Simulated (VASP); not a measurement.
**Tc: single point with PBEsol+D3(BJ)**

Crystal: Tc.

```
Tc
1.0
     2.70106    0.00000    0.00000
    -1.35053    2.33918    0.00000
     0.00000    0.00000    4.33449
Tc
2
Direct
  0.66667 0.33333 0.75000
  0.33333 0.66667 0.25000
```

```json
{
  "Program": "VASP 6.6.1",
  "Task": "single point",
  "Functional": "PBEsol",
  "Dispersion": "D3(BJ)",
  "Potentials or basis": "VASP PAW PBE potentials, release 64 (Tc_pv)",
  "Cutoff": "520 eV",
  "k mesh": "11 × 11 × 6",
  "Occupations": "fermi-dirac, width 0.05 eV",
  "Spin": "no spin polarisation"
}
```

| Quantity | Value |
| --- | --- |
| Pressure | -0.7 GPa |
| Band gap on the k mesh | zero (band 13 reaches 14.80 eV, above the bottom of band 14 at 11.47 eV) |
| Dispersion energy per atom | -0.645 eV |

Levels at points of the mesh, in eV from the Fermi level:
```csv
k point,band 11,band 12,band 13,band 14,band 15,band 16
"(0.00, 0.00, 0.00)",-1.58,-0.89,-0.89,-0.12,-0.12,1.78
"(0.00, 0.00, 0.50)",-1.79,-1.79,-1.79,-1.79,2.01,2.01
```

Run time: 32 s on 1 thread of Intel Xeon 8259CL, on a shared host, peak memory 0.16 GiB.

Caveat: the PAW data sets were made with another functional, which shifts forces and pressure a little; pairwise dispersion overbinds metals, which lowers pressure and volume.
